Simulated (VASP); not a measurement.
# In3Ga5P8 (P1) in VASP: settings compared

The runs below take In3Ga5P8 through relaxation of volume and atoms at fixed shape, single point, with PBEsol, HSE06.

Program: VASP 6.6.1. These are calculated values, not measurements. Logs are shortened: lines on timing, memory, paths and dates and some standing lists are left out, and cuts for length are marked.

### Step 1. The cell of the first run

The typed cell holds 64 atoms: a = 11.211 Å, b = 11.211 Å, c = 11.211 Å, α = 90.00°, β = 90.00°, γ = 90.00°.

### Step 2. Relaxation of volume and atoms at fixed shape, PBEsol

INCAR

```
PREC = Accurate
ENCUT = 500
EDIFF = 1E-7
ISMEAR = -1
SIGMA = 0.05
LREAL = Auto
LASPH = True
NELM = 120
ALGO = Normal
ISIF = 8
LWAVE = False
LCHARG = False
GGA = PS
IBRION = 2
NSW = 100
EDIFFG = -0.03
ISYM = -1
GGA_COMPAT = False
NELMIN = 4
KPAR = 1
```

KPOINTS

```
explicit points
1
Reciprocal
  0.25000000   0.25000000   0.25000000 1
```

POSCAR

```
In3Ga5P8
1.0
   11.2110130000      0.0000000000      0.0000000000
    0.0000000000     11.2110130000      0.0000000000
    0.0000000000      0.0000000000     11.2110130000
Ga In P
20 12 32
Direct
    0.0018930000      0.0002570000      0.9996250000
    0.0001170000      0.0017940000      0.5022860000
    0.9983190000      0.4996120000      0.4959730000
    0.5010920000      0.0010510000      0.0001240000
    0.4993560000      0.5007150000      0.5008690000
    0.2498570000      0.2461250000      0.0021010000
    0.2469980000      0.2538240000      0.5013910000
    0.2487840000      0.7473490000      0.4994980000
    0.7495660000      0.2525010000      0.9990090000
    0.7479230000      0.2519450000      0.4998990000
    0.7519930000      0.7527800000      0.0011980000
    0.2467030000      0.0016510000      0.2459920000
    0.2471540000      0.4963850000      0.7487730000
    0.7510530000      0.9973780000      0.2496140000
    0.7521820000      0.4977900000      0.2493420000
    0.7499680000      0.5001580000      0.7505730000
    0.9990630000      0.2500530000      0.2498520000
    0.0021510000      0.7503560000      0.2529220000
    0.5018790000      0.2511170000      0.2479190000
    0.4999570000      0.2497990000      0.7497150000
    0.9960340000      0.5017450000      0.9996980000
    0.4985240000      0.0015110000      0.4988480000
    0.5009460000      0.5010320000      0.9984270000
    0.2481040000      0.7493600000      0.9986980000
    0.7508940000      0.7507950000      0.5023970000
    0.2497150000      0.0009350000      0.7500170000
    0.2499980000      0.4975560000      0.2480630000
    0.7470890000      0.9999750000      0.7493630000
    0.0012910000      0.2529170000      0.7496570000
    0.9994930000      0.7510450000      0.7508090000
    0.5003650000      0.7507680000      0.2513060000
    0.5032740000      0.7475090000      0.7463240000
    0.1262530000      0.1267010000      0.1219200000
    0.1276920000      0.1265010000      0.6248680000
    0.1264390000      0.6258590000      0.1257150000
    0.1257400000      0.6265450000      0.6204380000
    0.6267160000      0.1245990000      0.1256560000
    0.6273210000      0.1267930000      0.6269370000
    0.6245530000      0.6231080000      0.1266100000
    0.6251840000      0.6247380000      0.6235920000
    0.3745110000      0.3758270000      0.1254960000
    0.3755680000      0.3721410000      0.6286630000
    0.3743470000      0.8761240000      0.1271690000
    0.3741160000      0.8765260000      0.6272410000
    0.8781630000      0.3778120000      0.1291130000
    0.8757170000      0.3735930000      0.6277750000
    0.8741270000      0.8752240000      0.1237190000
    0.8742490000      0.8761530000      0.6269560000
    0.3729970000      0.1233600000      0.3760360000
    0.3728430000      0.1209210000      0.8734630000
    0.3762000000      0.6247510000      0.3764980000
    0.3762110000      0.6237740000      0.8778620000
    0.8731000000      0.1247100000      0.3733210000
    0.8755550000      0.1260320000      0.8736470000
    0.8769960000      0.6246260000      0.3762370000
    0.8777280000      0.6277530000      0.8719310000
    0.1258750000      0.3738290000      0.3736780000
    0.1260010000      0.3734250000      0.8723650000
    0.1242800000      0.8762800000      0.3759760000
    0.1243670000      0.8766580000      0.8731490000
    0.6263860000      0.3757730000      0.3809170000
    0.6252770000      0.3755670000      0.8763130000
    0.6215910000      0.8699990000      0.3724640000
    0.6234520000      0.8720860000      0.8753740000
```

Potentials or basis: VASP PAW PBE potentials, release 64 (Ga_d, In_d, P).

Run with:

```sh
cat potpaw_PBE.64/Ga_d/POTCAR potpaw_PBE.64/In_d/POTCAR potpaw_PBE.64/P/POTCAR > POTCAR
mpirun -np 4 vasp_std > vasp.out
```

OUTCAR:

```text
PREC = Accurate
   ENCUT = 500
   EDIFF = 1E-7
   ISMEAR = -1
   LREAL = Auto
   LASPH = True
   NELM = 120
   ISIF = 8
   GGA = PS
   IBRION = 2
   NSW = 100
   EDIFFG = -0.03
   ISYM = -1
   NELMIN = 4

 ion  position               nearest neighbor table
   1  0.002  0.000  1.000-  60 2.41  33 2.42  47 2.44  54 2.45
   2  0.000  0.002  0.502-  34 2.43  59 2.43  48 2.43  53 2.45
   3  0.998  0.500  0.496-  55 2.37  57 2.43  36 2.45  46 2.46
   4  0.501  0.001  0.000-  37 2.43  50 2.43  64 2.43  43 2.45
   5  0.499  0.501  0.501-  51 2.41  61 2.41  40 2.41  42 2.46
   6  0.250  0.246  0.002-  33 2.35  50 2.44  41 2.45  58 2.47
[... 20 lines left out ...]
  24  0.248  0.749  0.999-  35 2.41  52 2.42  60 2.44  43 2.47  30 3.94  21 3.96  26 3.97  27 3.97
                            23 3.97  31 4.00  32 4.02
  25  0.751  0.751  0.502-  40 2.41  48 2.42  55 2.45  63 2.45  32 3.90  28 3.93  30 3.94  31 3.98
                            22 3.99
  26  0.250  0.001  0.750-  50 2.37  44 2.41  60 2.41  34 2.41  22 3.96  30 3.96  24 3.97  29 3.97
                            32 4.02
  27  0.250  0.498  0.248-  41 2.39  57 2.42  35 2.42  51 2.47  23 3.97  24 3.97  21 3.98  31 3.99

  28  0.747  1.000  0.749-  38 2.39  48 2.42  64 2.44  54 2.45  25 3.93  32 3.93  22 3.96  30 3.97
                            29 4.02
  29  0.001  0.253  0.750-  58 2.38  46 2.38  54 2.44  34 2.44  21 3.96  26 3.97  28 4.02
  30  0.999  0.751  0.751-  56 2.37  60 2.41  48 2.42  36 2.47  24 3.94  25 3.94  21 3.95  26 3.96
                            28 3.97
  31  0.500  0.751  0.251-  63 2.34  51 2.43  43 2.43  39 2.44  22 3.95  25 3.98  23 3.98  27 3.99
                            24 4.00
  32  0.503  0.748  0.746-  40 2.38  64 2.42  44 2.44  52 2.48  25 3.90  28 3.93  23 3.95  22 3.98
                            26 4.02  24 4.02
  33  0.126  0.127  0.122-   6 2.35  12 2.39   1 2.42  17 2.45
  34  0.128  0.127  0.625-   7 2.40  26 2.41   2 2.43  29 2.44
  35  0.126  0.626  0.126-  24 2.41  27 2.42  18 2.43  21 2.46
  36  0.126  0.627  0.620-   8 2.36   3 2.45  13 2.46  30 2.47
  37  0.627  0.125  0.126-  19 2.42   4 2.43  14 2.43   9 2.44
  38  0.627  0.127  0.627-  28 2.39  10 2.41  20 2.42  22 2.47
[... 24 lines left out ...]
  63  0.622  0.870  0.372-  31 2.34  25 2.45  14 2.46  22 2.47
  64  0.623  0.872  0.875-  11 2.42  32 2.42   4 2.43  28 2.44

IMPORTANT INFORMATION: All symmetrisations will be switched off!
NOSYMM: (Re-)initialisation of all symmetry stuff for point group C_1.

----------------------------------------------------------------------------------------

                                     Primitive cell

  volume of cell :    1409.0765

  direct lattice vectors                    reciprocal lattice vectors
    11.211013000  0.000000000  0.000000000     0.089198006  0.000000000  0.000000000
     0.000000000 11.211013000  0.000000000     0.000000000  0.089198006  0.000000000
     0.000000000  0.000000000 11.211013000     0.000000000  0.000000000  0.089198006

  length of vectors
    11.211013000 11.211013000 11.211013000     0.089198006  0.089198006  0.089198006

  position of ions in fractional coordinates (direct lattice)
     0.001893000  0.000257000  0.999625000
     0.000117000  0.001794000  0.502286000
     0.998319000  0.499612000  0.495973000
     0.501092000  0.001051000  0.000124000
     0.499356000  0.500715000  0.500869000
     0.249857000  0.246125000  0.002101000
[... 56 lines left out ...]
     0.621591000  0.869999000  0.372464000
     0.623452000  0.872086000  0.875374000

  ion indices of the primitive-cell ions
   primitive index   ion index
                 1           1
                 2           2
                 3           3
                 4           4
                 5           5
                 6           6
[... 56 lines left out ...]
                63          63
                64          64

----------------------------------------------------------------------------------------

 KPOINTS: explicit points

Read explicit list of k-points.

 Found      1 k-points:

 Following reciprocal coordinates:
            Coordinates               Weight
  0.250000  0.250000  0.250000      1.000000
   k-points           NKPTS =      1   k-points in BZ     NKDIM =      1   number of bands    NBANDS=    348
   number of dos      NEDOS =    301   number of ions     NIONS =     64
   total plane-waves  NPLWV = 592704
   dimension x,y,z NGX =    84 NGY =   84 NGZ =   84
   dimension x,y,z NGXF=   168 NGYF=  168 NGZF=  168
   ions per type =              20  12  32
   NGX,Y,Z   is equivalent  to a cutoff of  12.46, 12.46, 12.46 a.u.
   NGXF,Y,Z  is equivalent  to a cutoff of  24.91, 24.91, 24.91 a.u.
 SYSTEM =  unknown system
   PREC   = accura    normal or accurate (medium, high low for compatibility)
   ISTART =      0    job   : 0-new  1-cont  2-samecut
   ICHARG =      2    charge: 1-file 2-atom 10-const
   ISPIN  =      1    spin polarized calculation?
   LNONCOLLINEAR =      F non collinear calculations
   LSORBIT =      F    spin-orbit coupling
   LASPH  =      T    aspherical Exc in radial PAW
   ENCUT  =  500.0 eV  36.75 Ry    6.06 a.u.  20.44 20.44 20.44*2*pi/ulx,y,z
   NELM   =    120;   NELMIN=  4; NELMDL= -5     # of ELM steps
   EDIFF  = 0.1E-06   stopping-criterion for ELM
   LREAL  =      T    real-space projection
   EDIFFG = -.3E-01   stopping-criterion for IOM
   NSW    =    100    number of steps for IOM
   IBRION =      2    ionic relax: 0-MD 1-quasi-New 2-CG
   NFREE  =      1    steps in history (QN), initial steepest desc. (CG)
   ISIF   =      8    stress and relaxation
   ISYM   =     -1    0-nonsym 1-usesym 2-fastsym
   POTIM  = 0.5000    time-step for ionic-motion
   TEBEG  =    0.0;   TEEND  =   0.0 temperature during run
   PSTRESS=    0.0 pullay stress
   NELECT =     576.0000    total number of electrons
   NUPDOWN=      -1.0000    fix difference up-down
   EMIN   =  10.00;   EMAX   =-10.00  energy-range for DOS
   EFERMI =   0.00;   METHOD = LEGACY
   ISMEAR =    -1;   SIGMA  =   0.05  broadening in eV -4-tet -1-fermi 0-gaus
   EFERMI_NEDOS =   21; number of points for ismear=-14 and -15
   IALGO  =     38    algorithm
   IMIX   =      4    mixing-type and parameters
     AMIX     =   0.40;   BMIX     =  1.00
     AMIX_MAG =   1.60;   BMIX_MAG =  1.00
  volume/ion in A,a.u.               =      22.02       148.58
  Fermi-wavevector in a.u.,A,eV,Ry     =   1.214985  2.295988 20.084754  1.476188
  Thomas-Fermi vector in A             =   2.350387
   LORBIT       =      0    0 simple, 1 ext, 2 COOP (PROOUT), +10 PAW based schemes
   GGA     = PS    functional components
   LHFCALC =     F    Hartree Fock is set to
   AEXX    =    0.0000 exact exchange contribution
   IVDW    =     0    specifies the selected vdW correction
   LEPSILON=     F    determine dielectric tensor
   LRPA    =     F    only Hartree local field effects (RPA)
 conjugate gradient relaxation of ions
 non-spin polarized calculation
  energy-cutoff  :      500.00
  volume of cell :     1409.08
 maximum number of plane-waves:     35781
 NGX is ok and might be reduce to    84
   NGX = 41   NGY = 41   NGZ = 41

--------------------------------------- Ionic step        1  -------------------------------------------

 number of electron     576.0000024 magnetization

 Free energy of the ion-electron system (eV)
  ---------------------------------------------------
  ext. energy  EPLUGINS =         0.00000000
  ---------------------------------------------------
  free energy    TOTEN  =      -303.10369432 eV

  energy without entropy =     -303.10369408  energy(sigma->0) =     -303.10369420

------------------------ aborting loop because EDIFF is reached ----------------------------------------

  FORCE on cell =-STRESS in cart. coord.  units (eV):
  Direction    XX          YY          ZZ          XY          YZ          ZX
  --------------------------------------------------------------------------------------
  -------------------------------------------------------------------------------------
  Total        9.6145870      9.7177097      9.7407068     -6.7772972     -7.0845531     -4.0336338
  in kB       10.9321768     11.0494316     11.0755802     -7.7060628     -8.0554252     -4.5864058
  external PRESSURE =      11.0190629 kB  Pullay stress =       0.0000000 kB
[... 275 lines left out ...]
  FREE ENERGIE OF THE ION-ELECTRON SYSTEM (eV)
  ---------------------------------------------------
  free  energy   TOTEN  =      -306.0385727509 eV

  energy  without entropy=     -306.0385723017  energy(sigma->0) =     -306.03857253

[... ionic steps 4 to 11 ...]

--------------------------------------- Ionic step       12  -------------------------------------------

 number of electron     576.0000009 magnetization

------------------------ aborting loop because EDIFF is reached ----------------------------------------
[... 191 lines left out ...]
--------------------------------------- Ionic step       14  -------------------------------------------

 number of electron     576.0000015 magnetization

 Free energy of the ion-electron system (eV)
  ---------------------------------------------------
  ext. energy  EPLUGINS =         0.00000000
  ---------------------------------------------------
  free energy    TOTEN  =      -307.05705049 eV

  energy without entropy =     -307.05705023  energy(sigma->0) =     -307.05705036

 E-fermi :   5.5329     XC(G=0):  -9.8265

 val. band max:        4.6876816639   @ k =   0.2500   0.2500   0.2500
 cond. band min:       6.3545559893   @ k =   0.2500   0.2500   0.2500
 fundamental gap:      1.6668743254
 Fermi energy:         5.5329166214

 k-point     1 :       0.2500    0.2500    0.2500
  band No.  band energies     occupation
      1      -9.8092      2.00000
      2      -9.8007      2.00000
      3      -9.7993      2.00000
      4      -9.7961      2.00000
      5      -9.7907      2.00000
      6      -9.7857      2.00000
[... 292 lines left out ...]
    299       7.3018      0.00000
    300       7.3935      0.00000
 [bands above 300 left out]

------------------------ aborting loop because EDIFF is reached ----------------------------------------

  FORCE on cell =-STRESS in cart. coord.  units (eV):
  Direction    XX          YY          ZZ          XY          YZ          ZX
  --------------------------------------------------------------------------------------
  -------------------------------------------------------------------------------------
  Total       -0.2514369      0.1460969      0.0315087     -5.0300183     -4.8809525     -5.2759418
  in kB       -0.2865793      0.1665162      0.0359126     -5.7330438     -5.5631437     -6.0133390
  external PRESSURE =      -0.0280502 kB  Pullay stress =       0.0000000 kB
[... 79 lines left out ...]
  FREE ENERGIE OF THE ION-ELECTRON SYSTEM (eV)
  ---------------------------------------------------
  free  energy   TOTEN  =      -307.0570504872 eV

  energy  without entropy=     -307.0570502255  energy(sigma->0) =     -307.05705036

 reached required accuracy - stopping structural energy minimisation
```

Wall time 52 min (4 MPI ranks of Intel Xeon 6975P-C (Granite Rapids), shared host); peak memory 0.57 GiB.

What came out:

```yaml
Free_energy: -307.0571 eV
Relaxed_volume: 21.96 Å³/atom
Relaxed_cell: a = 11.202 Å, b = 11.202 Å, c = 11.202 Å, α = 90.00°, β = 90.00°, γ = 90.00°
Space_group_after_relaxing_to_0.1_Å: P1 (No. 1)
Energy_gained_by_relaxing: 61.8 meV/atom
Ionic_steps: 14
Pressure_after_relaxing: 0.0 GPa
Largest_force_after_relaxing: 0.030 eV/Å
Band_gap_on_the_k_mesh: 1.67 eV
```

Forces on the atoms (eV/Å):
```
Ga   0.008 -0.012  0.007
Ga   0.003 -0.029 -0.008
Ga   0.003  0.000  0.021
Ga   0.007 -0.001 -0.009
Ga   0.002  0.008  0.015
Ga   0.014  0.000 -0.013
Ga  -0.010 -0.003  0.006
Ga   0.002 -0.016  0.021
Ga  -0.013  0.012 -0.005
Ga  -0.012  0.005  0.001
Ga  -0.010 -0.005 -0.011
Ga   0.002 -0.013  0.006
Ga   0.014  0.007 -0.003
Ga   0.005 -0.001 -0.002
Ga  -0.007  0.007 -0.003
Ga  -0.005  0.005 -0.006
Ga  -0.005  0.003 -0.004
Ga  -0.001 -0.008 -0.003
Ga  -0.008  0.003  0.005
Ga   0.005  0.003 -0.008
In   0.006  0.008 -0.020
In   0.008 -0.010  0.024
In   0.005  0.002 -0.009
In  -0.003  0.011  0.002
In   0.005 -0.017  0.011
In   0.003 -0.003  0.002
In   0.004  0.017  0.015
In   0.014 -0.011  0.017
In   0.004 -0.004 -0.008
In   0.003  0.010 -0.003
In   0.011  0.014 -0.012
In   0.000 -0.006  0.011
P    0.004 -0.003  0.004
P   -0.006 -0.015  0.015
P    0.002  0.014 -0.015
P   -0.008 -0.003  0.005
P   -0.011  0.000 -0.001
P   -0.004 -0.011  0.001
P   -0.008  0.021 -0.003
P   -0.023  0.005  0.015
P   -0.008  0.018 -0.015
P   -0.005  0.000 -0.003
P    0.011 -0.006  0.007
P   -0.008 -0.015  0.009
P   -0.002 -0.002 -0.010
P    0.002  0.002 -0.001
P   -0.001 -0.009 -0.002
P    0.008 -0.013  0.012
P   -0.008 -0.001 -0.004
P   -0.001  0.006  0.002
P   -0.006  0.014 -0.011
P   -0.012  0.012 -0.013
P    0.022 -0.009 -0.007
P    0.020 -0.009  0.003
P   -0.004  0.004 -0.007
P   -0.015 -0.003  0.003
P    0.006  0.009  0.000
P    0.002  0.008 -0.006
P   -0.009 -0.014 -0.005
P   -0.001  0.001 -0.006
P   -0.001 -0.004 -0.002
P   -0.009  0.010 -0.018
P    0.010  0.012  0.021
P    0.006  0.003 -0.009
```

The path:
| step | energy change (eV) | largest force (eV/Å) | pressure (GPa) | volume (Å³) |
| --- | --- | --- | --- | --- |
| 1 | 0.0000 | 2.3751 | 1.10 | 1409.08 |
| 2 | -2.7674 | 0.8544 | -1.34 | 1440.18 |
| 3 | -2.9349 | 0.7098 | -1.96 | 1450.45 |
| 4 | -3.6049 | 0.6083 | 0.63 | 1397.76 |
| 5 | -3.6054 | 0.6079 | 0.63 | 1396.86 |
| 6 | -3.8425 | 0.2700 | 0.18 | 1403.29 |
| 7 | -3.8750 | 0.3205 | -0.04 | 1406.66 |
| 8 | -3.9245 | 0.1399 | -0.05 | 1406.59 |
| 9 | -3.9313 | 0.1314 | -0.06 | 1406.55 |
| 10 | -3.9431 | 0.0826 | 0.06 | 1404.53 |
| 11 | -3.9454 | 0.0597 | 0.14 | 1403.08 |
| 12 | -3.9503 | 0.0523 | -0.10 | 1407.47 |
| 13 | -3.9503 | 0.0510 | -0.09 | 1407.15 |
| 14 | -3.9534 | 0.0300 | 0.00 | 1405.71 |

Levels at points of the mesh, in eV from the valence-band top:
| k point | band 285 | band 286 | band 287 | band 288 | band 289 | band 290 | band 291 | band 292 |
| --- | --- | --- | --- | --- | --- | --- | --- | --- |
| (0.25, 0.25, 0.25) | -0.44 | -0.39 | -0.02 | 0.00 | 1.67 | 1.95 | 1.96 | 1.99 |

Caveat: the PAW data sets were made with another functional, which shifts forces and pressure a little; spin-orbit coupling is left out, which moves the levels of the heavy elements; a shifted mesh leaves out Γ, where band edges can lie. A k mesh can miss the band edges.

[end of part 1 of 2]
